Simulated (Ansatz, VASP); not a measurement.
## One calculation of SiO2, two programs

```
CELL_PARAMETERS angstrom
-2.42153 2.42153 3.74400
2.42153 -2.42153 3.74400
2.42153 2.42153 -3.74400
ATOMIC_POSITIONS crystal
Si 0.00000 0.00000 0.00000
Si 0.75000 0.25000 0.50000
O 0.99838 0.62500 0.87338
O 0.37500 0.24838 0.37338
O 0.75162 0.12500 0.12662
O 0.87500 0.00162 0.62662
```

Change from the starting cell: equal xx and yy strain of +2 %.

Alike in both runs: task single point; functional PBEsol; k mesh 7 × 7 × 7; occupations fermi-dirac, width 0.03 eV; no spin polarisation.

|  | VASP | Ansatz |
| --- | --- | --- |
| version | VASP 6.6.1 | Ansatz 0.2.0 |
| potentials or method | VASP PAW PBE potentials, release 64 (Si, O), cutoff 520 eV | all-electron LAPW, scalar-relativistic |

VASP gave:

```
gap on the k mesh at the Fermi level (eV)                     : 5.73
pressure (GPa)                                                : -4.6
traceless stress, the component that is largest in VASP (GPa) : -0.61
rms of the force components (eV/Å)                            : 0.228
```

Task: What did Ansatz give for the same quantities?

Result: gap on the k mesh at the Fermi level (eV): 5.74; pressure (GPa): -5.2; traceless stress, the component that is largest in VASP (GPa): -0.66; rms of the force components (eV/Å): 0.243.

VASP's potentials were made for PBE, not for PBEsol. Atom by atom the forces differ by 0.015 eV/Å (rms over components). Ansatz ran all-electron here, and VASP with PAW potentials.
